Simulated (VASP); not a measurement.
# NbC (Fm-3m) in VASP: notebook, part 2 of 2

VASP 6.6.1.

## 3. Single point, PBE

Contents of INCAR:

```
PREC = Accurate
ENCUT = 600
EDIFF = 1E-6
ISMEAR = -1
SIGMA = 0.1
LREAL = False
LASPH = True
NELM = 120
ALGO = Normal
ISIF = 2
LWAVE = False
LCHARG = False
GGA = PE
NBANDS = 16
GGA_COMPAT = False
```

Contents of KPOINTS:

```
Automatic mesh
0
Gamma
  5 5 5
```

Contents of POSCAR:

```
NbC
1.0
    0.0000000000      2.2345500000      2.2345500000
    2.2345500000      0.0000000000      2.2345500000
    2.2345500000      2.2345500000      0.0000000000
Nb C
1 1
Direct
    0.0000000000      0.0000000000      0.0000000000
    0.5000000000      0.5000000000      0.5000000000
```

Potentials or basis: VASP PAW PBE potentials, release 64 (Nb_sv, C).

Launch:

```bash
$ cat potpaw_PBE.64/Nb_sv/POTCAR potpaw_PBE.64/C/POTCAR > POTCAR
$ mpirun -np 1 vasp_std > vasp.out
```

OUTCAR:

```text
PREC = Accurate
   ENCUT = 600
   EDIFF = 1E-6
   ISMEAR = -1
   LREAL = False
   LASPH = True
   NELM = 120
   ISIF = 2
   GGA = PE

 ion  position               nearest neighbor table
   1  0.000  0.000  0.000-   2 2.23   2 2.23   2 2.23   2 2.23   2 2.23   2 2.23
   2  0.500  0.500  0.500-   1 2.23   1 2.23   1 2.23   1 2.23   1 2.23   1 2.23

  LATTYP: Found a face centered cubic cell.
 ALAT       =     4.4691000000

  Lattice vectors:

 A1 = (   0.0000000000,   2.2345500000,   2.2345500000)
 A2 = (   2.2345500000,   0.0000000000,   2.2345500000)
 A3 = (   2.2345500000,   2.2345500000,   0.0000000000)

Analysis of symmetry for initial positions (statically):
=====================================================================
 Subroutine PRICEL returns:
 Original cell was already a primitive cell.

 Routine SETGRP: Setting up the symmetry group for a
 face centered cubic supercell.

 Subroutine GETGRP returns: Found 48 space group operations
 (whereof 48 operations were pure point group operations)
 out of a pool of 48 trial point group operations.

The static configuration has the point symmetry O_h .

Analysis of symmetry for dynamics (positions and initial velocities):
=====================================================================
 Subroutine PRICEL returns:
 Original cell was already a primitive cell.

 Routine SETGRP: Setting up the symmetry group for a
 face centered cubic supercell.

 Subroutine GETGRP returns: Found 48 space group operations
 (whereof 48 operations were pure point group operations)
 out of a pool of 48 trial point group operations.

The dynamic configuration has the point symmetry O_h .

 Subroutine INISYM returns: Found 48 space group operations
 (whereof 48 operations are pure point group operations),
 and found     1 'primitive' translations

----------------------------------------------------------------------------------------

                                     Primitive cell

  volume of cell :      22.3152

  direct lattice vectors                    reciprocal lattice vectors
     0.000000000  2.234550000  2.234550000    -0.223758699  0.223758699  0.223758699
     2.234550000  0.000000000  2.234550000     0.223758699 -0.223758699  0.223758699
     2.234550000  2.234550000  0.000000000     0.223758699  0.223758699 -0.223758699

  length of vectors
     3.160130916  3.160130916  3.160130916     0.387561435  0.387561435  0.387561435

  position of ions in fractional coordinates (direct lattice)
     0.000000000  0.000000000  0.000000000
     0.500000000  0.500000000  0.500000000

  ion indices of the primitive-cell ions
   primitive index   ion index
                 1           1
                 2           2

----------------------------------------------------------------------------------------

 KPOINTS: Automatic mesh

Automatic generation of k-mesh.
 Grid dimensions read from file:
 generate k-points for:    5    5    5

 Generating k-lattice:

  Cartesian coordinates                     Fractional coordinates (reciprocal lattice)
    -0.044751740  0.044751740  0.044751740     0.200000000  0.000000000  0.000000000
     0.044751740 -0.044751740  0.044751740     0.000000000  0.200000000  0.000000000
     0.044751740  0.044751740 -0.044751740     0.000000000  0.000000000  0.200000000

  Length of vectors
     0.077512287  0.077512287  0.077512287

  Shift w.r.t. Gamma in fractional coordinates (k-lattice)
     0.000000000  0.000000000  0.000000000

 Subroutine IBZKPT returns following result:
 ===========================================

 Found     10 irreducible k-points:

 Following reciprocal coordinates:
            Coordinates               Weight
  0.000000  0.000000  0.000000      1.000000
  0.200000  0.000000  0.000000      8.000000
  0.400000  0.000000  0.000000      8.000000
  0.200000  0.200000  0.000000      6.000000
  0.400000  0.200000  0.000000     24.000000
 -0.400000  0.200000  0.000000     24.000000
 -0.200000  0.200000  0.000000     12.000000
  0.400000  0.400000  0.000000      6.000000
 -0.400000  0.400000  0.000000     12.000000
 -0.400000  0.400000  0.200000     24.000000
   k-points           NKPTS =     10   k-points in BZ     NKDIM =     10   number of bands    NBANDS=     16
   number of dos      NEDOS =    301   number of ions     NIONS =      2
   total plane-waves  NPLWV =  21952
   dimension x,y,z NGX =    28 NGY =   28 NGZ =   28
   dimension x,y,z NGXF=    56 NGYF=   56 NGZF=   56
   ions per type =               1   1
   NGX,Y,Z   is equivalent  to a cutoff of  14.73, 14.73, 14.73 a.u.
   NGXF,Y,Z  is equivalent  to a cutoff of  29.46, 29.46, 29.46 a.u.
 SYSTEM =  unknown system
   PREC   = accura    normal or accurate (medium, high low for compatibility)
   ISTART =      0    job   : 0-new  1-cont  2-samecut
   ICHARG =      2    charge: 1-file 2-atom 10-const
   ISPIN  =      1    spin polarized calculation?
   LNONCOLLINEAR =      F non collinear calculations
   LSORBIT =      F    spin-orbit coupling
   LASPH  =      T    aspherical Exc in radial PAW
   ENCUT  =  600.0 eV  44.10 Ry    6.64 a.u.   6.31  6.31  6.31*2*pi/ulx,y,z
   NELM   =    120;   NELMIN=  2; NELMDL= -5     # of ELM steps
   EDIFF  = 0.1E-05   stopping-criterion for ELM
   LREAL  =      F    real-space projection
   EDIFFG = 0.1E-04   stopping-criterion for IOM
   NSW    =      0    number of steps for IOM
   IBRION =     -1    ionic relax: 0-MD 1-quasi-New 2-CG
   NFREE  =      0    steps in history (QN), initial steepest desc. (CG)
   ISIF   =      2    stress and relaxation
   ISYM   =      2    0-nonsym 1-usesym 2-fastsym
   POTIM  = 0.5000    time-step for ionic-motion
   TEBEG  =    0.0;   TEEND  =   0.0 temperature during run
   PSTRESS=    0.0 pullay stress
   NELECT =      17.0000    total number of electrons
   NUPDOWN=      -1.0000    fix difference up-down
   EMIN   =  10.00;   EMAX   =-10.00  energy-range for DOS
   EFERMI =   0.00;   METHOD = LEGACY
   ISMEAR =    -1;   SIGMA  =   0.10  broadening in eV -4-tet -1-fermi 0-gaus
   EFERMI_NEDOS =   21; number of points for ismear=-14 and -15
   IALGO  =     38    algorithm
   IMIX   =      4    mixing-type and parameters
     AMIX     =   0.40;   BMIX     =  1.00
     AMIX_MAG =   1.60;   BMIX_MAG =  1.00
  volume/ion in A,a.u.               =      11.16        75.30
  Fermi-wavevector in a.u.,A,eV,Ry     =   1.495172  2.825465 30.416346  2.235538
  Thomas-Fermi vector in A             =   2.607351
   LORBIT       =      0    0 simple, 1 ext, 2 COOP (PROOUT), +10 PAW based schemes
   GGA     = PE    functional components
   LHFCALC =     F    Hartree Fock is set to
   AEXX    =    0.0000 exact exchange contribution
   IVDW    =     0    specifies the selected vdW correction
   LEPSILON=     F    determine dielectric tensor
   LRPA    =     F    only Hartree local field effects (RPA)
 non-spin polarized calculation
  energy-cutoff  :      600.00
  volume of cell :       22.32
 maximum number of plane-waves:       754
 NGX is ok and might be reduce to    28
   NGX = 13   NGY = 13   NGZ = 13

 number of electron      17.0000001 magnetization

 Free energy of the ion-electron system (eV)
  ---------------------------------------------------
  ext. energy  EPLUGINS =         0.00000000
  ---------------------------------------------------
  free energy    TOTEN  =       -20.57389729 eV

  energy without entropy =      -20.54869298  energy(sigma->0) =      -20.56129513

 E-fermi :  12.4481     XC(G=0): -13.0892

 val. band max:       12.3629606625   @ k =   0.0000   0.0000   0.0000
 cond. band min:      12.6797927004   @ k =  -0.2000   0.2000   0.0000
 fundamental gap:      0.3168320379
 Fermi energy:        12.4480591318

 k-point     1 :       0.0000    0.0000    0.0000
  band No.  band energies     occupation
      1     -43.1910      2.00000
      2     -18.8956      2.00000
      3     -18.8956      2.00000
      4     -18.8956      2.00000
      5      -0.8698      2.00000
      6      11.2691      1.99998
[... 8 lines left out ...]
     15      22.5737      0.00000
     16      34.7896      0.00000
[... 153 lines left out ...]
 k-point    10 :      -0.4000    0.4000    0.2000
  band No.  band energies     occupation
      1     -43.0577      2.00000
      2     -19.5032      2.00000
      3     -19.3083      2.00000
      4     -19.1274      2.00000
      5       1.3880      2.00000
      6       7.2613      2.00000
[... 8 lines left out ...]
     15      25.7691      0.00000
     16      25.8900      0.00000

------------------------ aborting loop because EDIFF is reached ----------------------------------------

  FORCE on cell =-STRESS in cart. coord.  units (eV):
  Direction    XX          YY          ZZ          XY          YZ          ZX
  --------------------------------------------------------------------------------------
  -------------------------------------------------------------------------------------
  Total        0.3616885      0.3616885      0.3616885      0.0000000      0.0000000      0.0000000
  in kB       25.9683903     25.9683903     25.9683903      0.0000000      0.0000000      0.0000000
  external PRESSURE =      25.9683903 kB  Pullay stress =       0.0000000 kB

 VOLUME and BASIS-vectors are now :
 -----------------------------------------------------------------------------
  energy-cutoff  :      600.00
  volume of cell :       22.32
      direct lattice vectors                 reciprocal lattice vectors
     0.000000000  2.234550000  2.234550000    -0.223758699  0.223758699  0.223758699
     2.234550000  0.000000000  2.234550000     0.223758699 -0.223758699  0.223758699
     2.234550000  2.234550000  0.000000000     0.223758699  0.223758699 -0.223758699

 POSITION                                       TOTAL-FORCE (eV/Angst)
 -----------------------------------------------------------------------------------
      0.00000      0.00000      0.00000         0.000000      0.000000      0.000000
      2.23455      2.23455      2.23455        -0.000000     -0.000000     -0.000000
 -----------------------------------------------------------------------------------
    total drift:                               -0.000000      0.000000      0.000000

  FREE ENERGIE OF THE ION-ELECTRON SYSTEM (eV)
  ---------------------------------------------------
  free  energy   TOTEN  =       -20.5738972861 eV

  energy  without entropy=      -20.5486929830  energy(sigma->0) =      -20.56129513
```

OSZICAR:

```text
N       E                     dE             d eps       ncg     rms          rms(c)
DAV:   1     0.161550922088E+03    0.16155E+03   -0.98492E+03   320   0.121E+03
DAV:   2    -0.162889064079E+02   -0.17784E+03   -0.16921E+03   344   0.409E+02
DAV:   3    -0.238984039734E+02   -0.76095E+01   -0.74111E+01   472   0.745E+01
DAV:   4    -0.243287896778E+02   -0.43039E+00   -0.42987E+00   408   0.166E+01
DAV:   5    -0.243365962967E+02   -0.78066E-02   -0.78054E-02   480   0.223E+00    0.130E+01
DAV:   6    -0.206998229185E+02    0.36368E+01   -0.75915E+00   488   0.291E+01    0.370E+00
DAV:   7    -0.205812114074E+02    0.11861E+00   -0.53162E-01   416   0.737E+00    0.242E+00
DAV:   8    -0.205838593366E+02   -0.26479E-02   -0.14491E-01   528   0.406E+00    0.155E+00
DAV:   9    -0.205735739775E+02    0.10285E-01   -0.23046E-02   480   0.172E+00    0.190E-01
DAV:  10    -0.205739353640E+02   -0.36139E-03   -0.85761E-04   352   0.332E-01    0.869E-02
DAV:  11    -0.205738974103E+02    0.37954E-04   -0.73039E-05   456   0.956E-02    0.264E-02
DAV:  12    -0.205738972861E+02    0.12423E-06   -0.74376E-06   368   0.255E-02
   1 F= -.20573897E+02 E0= -.20561295E+02  d E =-.252043E-01
```

Wall time 10 s (1 thread of Intel Xeon 8259CL, shared host); peak memory 0.16 GiB.

Results:

| Property | Result |
| --- | --- |
| Free energy | -20.5739 eV |
| Pressure | 2.6 GPa |
| Band gap on the k mesh | zero (an odd number of electrons rules out a gap without spin polarisation) |

Caveat: the k points lie up to 0.49 Å⁻¹ apart, too coarse for converged energies and pressures of a metal; an odd number of electrons without spin polarisation forces a metal; a magnetic or distorted state may lie lower.

## 4. Single point, PBE

Contents of INCAR:

```
ALGO = Normal
EDIFF = 1E-6
ENCUT = 600
GGA = PE
GGA_COMPAT = F
ISIF = 2
ISMEAR = -1
LASPH = T
LCHARG = F
LREAL = F
LWAVE = F
NBANDS = 16
NELM = 120
PREC = Accurate
SIGMA = 0.1
```

Contents of KPOINTS:

```
k-points
0
Gamma
  8 8 8
```

POSCAR is that of step 3.

Launch:

```bash
$ cat potpaw_PBE.64/Nb_sv/POTCAR potpaw_PBE.64/C/POTCAR > POTCAR
$ mpirun -np 1 vasp_std > vasp.out
```

Run time: 25 s. Hardware: 1 thread of Intel Xeon 8259CL, shared host; peak memory 0.16 GiB.

It converged, with:

```
Free energy            : -20.5499 eV
Pressure               : 2.8 GPa
Band gap on the k mesh : zero (an odd number of electrons rules out a gap without spin polarisation)
```

Levels at points of the mesh, in eV from the Fermi level:
```tsv
k point	band 7	band 8	band 9	band 10	band 11	band 12
(0.00, 0.00, 0.00)	-1.38	-1.38	-0.29	-0.29	-0.29	0.28
(0.50, 0.00, 0.00)	-5.19	-5.19	2.07	2.07	3.50	5.72
(0.50, 0.50, 0.00)	-3.92	-1.38	-1.38	1.92	3.16	3.16
```

Caveat: an odd number of electrons without spin polarisation forces a metal; a magnetic or distorted state may lie lower.

## 5. Overview

| k mesh | gap on the mesh (eV) | pressure (GPa) |
| --- | --- | --- |
| 4 × 4 × 4 | none | 4.3 |
| 5 × 5 × 5 | none | 2.6 |
| 8 × 8 × 8 | none | 2.8 |

Alike in all rows: task single point; level PBE; potentials or basis VASP PAW PBE potentials, release 64 (Nb_sv, C); no spin polarisation; cell as given; cutoff (eV) 600; smearing fermi-dirac 0.1 eV.

Caveats: some runs use coarse meshes; an odd number of electrons without spin polarisation forces a metal; a magnetic or distorted state may lie lower.

Total energies depend on the potentials used, so only differences within one code and one set of settings carry meaning.

The gap in the log of VASP goes by the Fermi energy; the results here count the filled bands.